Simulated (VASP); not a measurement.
# Te (R-3m) in VASP: notebook

Te is run at these levels: PBEsol; tasks: single point.

Everything below comes from runs of VASP 6.6.1. Logs are shortened: lines on timing, memory, paths and dates and some standing lists are left out, and cuts for length are marked.

### Step 1. The cell of the first run

Symmetry: R-3m, No. 166, trigonal system. Conventional cell: a = 4.666 Å, b = 4.666 Å, c = 5.285 Å, α = 90.00°, β = 90.00°, γ = 120.00°. Te (site symmetry -3m) has 6 Te at 3.22 Å within 4.2 Å.

### Step 2. Single point, PBEsol (strained)

INCAR

```
SYSTEM = Te
PREC = Accurate ; ENCUT = 520
EDIFF = 1E-6 ; ISMEAR = 0
SIGMA = 0.1 ; LREAL = .FALSE.
LASPH = .TRUE. ; NELM = 100
ALGO = Normal ; ISIF = 2
LWAVE = .FALSE. ; LCHARG = .FALSE.
GGA = PS ; NBANDS = 9
```

KPOINTS

```
regular mesh
0
G
  15 15 15
  0 0 0
```

POSCAR

```
Te
1.0
    2.3331370730      1.3470373172      1.7616524783
   -2.3331370730      1.3470373172      1.7616524783
    0.0000000000     -2.6940746342      1.7616524783
Te
1
Direct
    0.5000000000      0.5000000000      0.5000000000
```

Potentials or basis: VASP PAW PBE potentials, release 64 (Te).

On the command line:

```sh
> cat potpaw_PBE.64/Te/POTCAR > POTCAR
> mpirun -np 1 vasp_std > vasp.out
```

OUTCAR:

```text
SYSTEM = Te
   PREC = Accurate
   ENCUT = 520
   EDIFF = 1E-6
   ISMEAR = 0
   LREAL = .FALSE.
   LASPH = .TRUE.
   NELM = 100
   ISIF = 2
   GGA = PS

 ion  position               nearest neighbor table
   1  0.500  0.500  0.500-

  LATTYP: Found a trigonal (rhomboedric) cell.
 ALAT       =     3.2189218055
 COS(alpha) =    -0.0507264165

  Lattice vectors:

 A1 = (   2.3331370730,   1.3470373172,   1.7616524783)
 A2 = (  -2.3331370730,   1.3470373172,   1.7616524783)
 A3 = (   0.0000000000,  -2.6940746342,   1.7616524783)

Analysis of symmetry for initial positions (statically):
=====================================================================
 Subroutine PRICEL returns:
 Original cell was already a primitive cell.

 Routine SETGRP: Setting up the symmetry group for a
 trigonal (rhombohedral) supercell.

 Subroutine GETGRP returns: Found 12 space group operations
 (whereof 12 operations were pure point group operations)
 out of a pool of 12 trial point group operations.

The static configuration has the point symmetry D_3d.

Analysis of symmetry for dynamics (positions and initial velocities):
=====================================================================
 Subroutine PRICEL returns:
 Original cell was already a primitive cell.

 Routine SETGRP: Setting up the symmetry group for a
 trigonal (rhombohedral) supercell.

 Subroutine GETGRP returns: Found 12 space group operations
 (whereof 12 operations were pure point group operations)
 out of a pool of 12 trial point group operations.

The dynamic configuration has the point symmetry D_3d.

 Subroutine INISYM returns: Found 12 space group operations
 (whereof 12 operations are pure point group operations),
 and found     1 'primitive' translations

----------------------------------------------------------------------------------------

                                     Primitive cell

  volume of cell :      33.2194

  direct lattice vectors                    reciprocal lattice vectors
     2.333137073  1.347037317  1.761652478     0.214303740  0.123728322  0.189216283
    -2.333137073  1.347037317  1.761652478    -0.214303740  0.123728322  0.189216283
     0.000000000 -2.694074634  1.761652478     0.000000000 -0.247456644  0.189216283

  length of vectors
     3.218921805  3.218921805  3.218921805     0.311508575  0.311508575  0.311508575

  position of ions in fractional coordinates (direct lattice)
     0.500000000  0.500000000  0.500000000

  ion indices of the primitive-cell ions
   primitive index   ion index
                 1           1

----------------------------------------------------------------------------------------

 KPOINTS: regular mesh

Automatic generation of k-mesh.
 Grid dimensions read from file:
 generate k-points for:   15   15   15

 Generating k-lattice:

  Cartesian coordinates                     Fractional coordinates (reciprocal lattice)
     0.014286916  0.008248555  0.012614419     0.066666667  0.000000000  0.000000000
    -0.014286916  0.008248555  0.012614419     0.000000000  0.066666667  0.000000000
     0.000000000 -0.016497110  0.012614419     0.000000000  0.000000000  0.066666667

  Length of vectors
     0.020767238  0.020767238  0.020767238

  Shift w.r.t. Gamma in fractional coordinates (k-lattice)
     0.000000000  0.000000000  0.000000000

 Subroutine IBZKPT returns following result:
 ===========================================

 Found    344 irreducible k-points:

 Following reciprocal coordinates:
            Coordinates               Weight
  0.000000  0.000000  0.000000      1.000000
  0.066667 -0.000000 -0.000000      6.000000
  0.133333 -0.000000  0.000000      6.000000
  0.200000  0.000000  0.000000      6.000000
  0.266667 -0.000000  0.000000      6.000000
  0.333333 -0.000000  0.000000      6.000000
[... 16 lines left out ...]
  0.133333  0.133333  0.000000      6.000000
  0.200000  0.133333  0.000000     12.000000
 [... further k-points ...]
   k-points           NKPTS =    344   k-points in BZ     NKDIM =    344   number of bands    NBANDS=      9
   number of dos      NEDOS =    301   number of ions     NIONS =      1
   total plane-waves  NPLWV =  13824
   dimension x,y,z NGX =    24 NGY =   24 NGZ =   24
   dimension x,y,z NGXF=    48 NGYF=   48 NGZF=   48
   ions per type =               1
   NGX,Y,Z   is equivalent  to a cutoff of  12.40, 12.40, 12.40 a.u.
   NGXF,Y,Z  is equivalent  to a cutoff of  24.79, 24.79, 24.79 a.u.
 SYSTEM =  Te
   PREC   = accura    normal or accurate (medium, high low for compatibility)
   ISTART =      0    job   : 0-new  1-cont  2-samecut
   ICHARG =      2    charge: 1-file 2-atom 10-const
   ISPIN  =      1    spin polarized calculation?
   LNONCOLLINEAR =      F non collinear calculations
   LSORBIT =      F    spin-orbit coupling
   LASPH  =      T    aspherical Exc in radial PAW
   ENCUT  =  520.0 eV  38.22 Ry    6.18 a.u.   5.99  5.99  5.99*2*pi/ulx,y,z
   NELM   =    100;   NELMIN=  2; NELMDL= -5     # of ELM steps
   EDIFF  = 0.1E-05   stopping-criterion for ELM
   LREAL  =      F    real-space projection
   EDIFFG = 0.1E-04   stopping-criterion for IOM
   NSW    =      0    number of steps for IOM
   IBRION =     -1    ionic relax: 0-MD 1-quasi-New 2-CG
   NFREE  =      0    steps in history (QN), initial steepest desc. (CG)
   ISIF   =      2    stress and relaxation
   ISYM   =      2    0-nonsym 1-usesym 2-fastsym
   POTIM  = 0.5000    time-step for ionic-motion
   TEBEG  =    0.0;   TEEND  =   0.0 temperature during run
   PSTRESS=    0.0 pullay stress
   NELECT =       6.0000    total number of electrons
   NUPDOWN=      -1.0000    fix difference up-down
   EMIN   =  10.00;   EMAX   =-10.00  energy-range for DOS
   EFERMI =   0.00;   METHOD = LEGACY
   ISMEAR =     0;   SIGMA  =   0.10  broadening in eV -4-tet -1-fermi 0-gaus
   EFERMI_NEDOS =   21; number of points for ismear=-14 and -15
   IALGO  =     38    algorithm
   IMIX   =      4    mixing-type and parameters
     AMIX     =   0.40;   BMIX     =  1.00
     AMIX_MAG =   1.60;   BMIX_MAG =  1.00
  volume/ion in A,a.u.               =      33.22       224.18
  Fermi-wavevector in a.u.,A,eV,Ry     =   0.925397  1.748747 11.651482  0.856360
  Thomas-Fermi vector in A             =   2.051247
   LORBIT       =      0    0 simple, 1 ext, 2 COOP (PROOUT), +10 PAW based schemes
   GGA     = PS    functional components
   LHFCALC =     F    Hartree Fock is set to
   AEXX    =    0.0000 exact exchange contribution
   IVDW    =     0    specifies the selected vdW correction
   LEPSILON=     F    determine dielectric tensor
   LRPA    =     F    only Hartree local field effects (RPA)
 non-spin polarized calculation
 Gauss-broadening in eV      SIGMA  =   0.10
  energy-cutoff  :      520.00
  volume of cell :       33.22
 maximum number of plane-waves:       910
   NGX = 11   NGY = 11   NGZ = 11

 number of electron       6.0000002 magnetization

 Free energy of the ion-electron system (eV)
  ---------------------------------------------------
  ext. energy  EPLUGINS =         0.00000000
  ---------------------------------------------------
  free energy    TOTEN  =        -3.48803631 eV

  energy without entropy =       -3.48540878  energy(sigma->0) =       -3.48672255

 E-fermi :   6.0477     XC(G=0):  -9.3699

 val. band max:        6.0255254566   @ k =  -0.2667   0.4000   0.2000
 cond. band min:       6.0605896257   @ k =  -0.1333   0.1333   0.1333
 fundamental gap:      0.0350641691
 Fermi energy:         6.0477282843

 k-point     1 :       0.0000    0.0000    0.0000
  band No.  band energies     occupation
      1      -7.4010      2.00000
      2       7.0588      0.00000
      3       7.3866      0.00000
      4       7.3866      0.00000
      5      12.1940      0.00000
      6      12.1940      0.00000
      7      12.3614      0.00000
      8      22.9869      0.00000
      9      23.1295      0.00000

 k-point     2 :       0.0667   -0.0000   -0.0000
  band No.  band energies     occupation
      1      -7.3498      2.00000
      2       6.6339      0.00000
      3       7.2477      0.00000
      4       7.4306      0.00000
      5      12.2434      0.00000
      6      12.3540      0.00000
      7      12.9709      0.00000
      8      21.7078      0.00000
      9      21.8321      0.00000

 k-point     3 :       0.1333   -0.0000    0.0000
  band No.  band energies     occupation
      1      -7.1986      2.00000
      2       5.3977      2.00000
      3       7.3474      0.00000
      4       7.5587      0.00000
      5      12.3896      0.00000
      6      12.5343      0.00000
      7      14.5290      0.00000
      8      20.4054      0.00000
      9      20.5366      0.00000

 k-point     4 :       0.2000    0.0000    0.0000
  band No.  band energies     occupation
      1      -6.9563      2.00000
      2       4.0257      2.00000
      3       7.5415      0.00000
      4       7.7587      0.00000
      5      12.6257      0.00000
      6      12.8239      0.00000
      7      16.3276      0.00000
      8      19.2627      0.00000
      9      19.3571      0.00000
[... 205 lines left out ...]
 k-point    22 :      -0.0667    0.0667    0.0000
  band No.  band energies     occupation
      1      -7.3025      2.00000
      2       6.6301      0.00000
      3       6.8610      0.00000
      4       7.3920      0.00000
      5      12.3397      0.00000
      6      12.8997      0.00000
      7      13.0149      0.00000
      8      20.4080      0.00000
      9      21.6863      0.00000

 k-point    23 :       0.1333    0.1333    0.0000
  band No.  band energies     occupation
      1      -6.9811      2.00000
      2       5.4254      2.00000
      3       5.5433      2.00000
      4       7.6309      0.00000
      5      12.7008      0.00000
      6      14.8344      0.00000
      7      14.8546      0.00000
      8      19.5966      0.00000
      9      20.5715      0.00000

 k-point    24 :       0.2000    0.1333    0.0000
  band No.  band energies     occupation
      1      -6.7326      2.00000
      2       4.1154      2.00000
      3       5.6641      2.00000
      4       7.8290      0.00000
      5      12.9703      0.00000
      6      15.0454      0.00000
      7      16.5180      0.00000
      8      18.4914      0.00000
      9      19.5299      0.00000

 [... further k-points ...]
[... 5 lines left out ...]
  --------------------------------------------------------------------------------------
  -------------------------------------------------------------------------------------
  Total       -0.7396190     -0.7396190     -0.6065469     -0.0000000     -0.0000000      0.0000000
  in kB      -35.6719842    -35.6719842    -29.2538892     -0.0000000     -0.0000000      0.0000000
  external PRESSURE =     -33.5326192 kB  Pullay stress =       0.0000000 kB

 VOLUME and BASIS-vectors are now :
 -----------------------------------------------------------------------------
  energy-cutoff  :      520.00
  volume of cell :       33.22
      direct lattice vectors                 reciprocal lattice vectors
     2.333137073  1.347037317  1.761652478     0.214303740  0.123728322  0.189216283
    -2.333137073  1.347037317  1.761652478    -0.214303740  0.123728322  0.189216283
     0.000000000 -2.694074634  1.761652478     0.000000000 -0.247456644  0.189216283

 POSITION                                       TOTAL-FORCE (eV/Angst)
 -----------------------------------------------------------------------------------
      0.00000      0.00000      2.64248         0.000000      0.000000     -0.000000
 -----------------------------------------------------------------------------------
    total drift:                                0.000000      0.000000     -0.000000

  FREE ENERGIE OF THE ION-ELECTRON SYSTEM (eV)
  ---------------------------------------------------
  free  energy   TOTEN  =        -3.4880363119 eV

  energy  without entropy=       -3.4854087844  energy(sigma->0) =       -3.48672255
```

Wall time 30 s (1 thread of Intel Xeon 8259CL, shared host); peak memory 0.21 GiB.

What came out:

```
Free energy            : -3.4880 eV
Pressure               : -3.4 GPa
Band gap on the k mesh : zero (bands 3 and 4 overlap by 4.76 eV)
```

Stress tensor (GPa, compression positive):
```
-3.57  0.00  0.00
 0.00 -3.57  0.00
 0.00  0.00 -2.93
```

Levels at points of the mesh, in eV from the Fermi level:
```tsv
k point	band 1	band 2	band 3	band 4	band 5	band 6	band 7
(0.00, 0.00, 0.00)	-13.45	1.01	1.34	1.34	6.15	6.15	6.31
```

Caveat: the cell differs from its parent crystal (strained); the cell stands under tension; the PAW data sets were made with another functional, which shifts forces and pressure a little; spin-orbit coupling is left out, which moves the levels of the heavy elements.

### Step 3. Single point, PBEsol (strained)

INCAR

```
  PREC = Accurate
  ENCUT = 520
  EDIFF = 1E-6
  ISMEAR = 0
  SIGMA = 0.1
  LREAL = False
  LASPH = True
  NELM = 80
  ALGO = Normal
  ISIF = 2
  LWAVE = False
  LCHARG = False
  GGA = PS
  NBANDS = 9
```

KPOINTS

```
regular mesh
0
Gamma
  15 15 15
```

POSCAR

```
Te
1.0
    2.3734442809      1.3703086945      1.7151174323
   -2.3734442809      1.3703086945      1.7151174323
    0.0000000000     -2.7406173889      1.7151174323
Te
1
Direct
    0.5000000000      0.5000000000      0.5000000000
```

Potentials or basis: VASP PAW PBE potentials, release 64 (Te).

On the command line:

```sh
> cat potpaw_PBE.64/Te/POTCAR > POTCAR
> mpirun -np 1 vasp_std > vasp.out
```

It took 31 s on 1 thread of Intel Xeon 8259CL, shared host; peak memory 0.21 GiB.

Results (log left out):

| Property | Result |
| --- | --- |
| Free energy | -3.4768 eV |
| Pressure | -3.9 GPa |
| Band gap on the k mesh | zero (bands 3 and 4 overlap by 4.44 eV) |

Stress tensor (GPa, compression positive):
```
-4.32  0.00  0.00
 0.00 -4.32  0.00
 0.00  0.00 -3.12
```

Levels at points of the mesh, in eV from the Fermi level:
| k point | band 1 | band 2 | band 3 | band 4 | band 5 | band 6 |
| --- | --- | --- | --- | --- | --- | --- |
| (0.00, 0.00, 0.00) | -13.36 | 0.93 | 1.44 | 1.44 | 6.24 | 6.24 |

Caveat: the cell differs from its parent crystal (strained); the cell stands under tension; the PAW data sets were made with another functional, which shifts forces and pressure a little; spin-orbit coupling is left out, which moves the levels of the heavy elements.
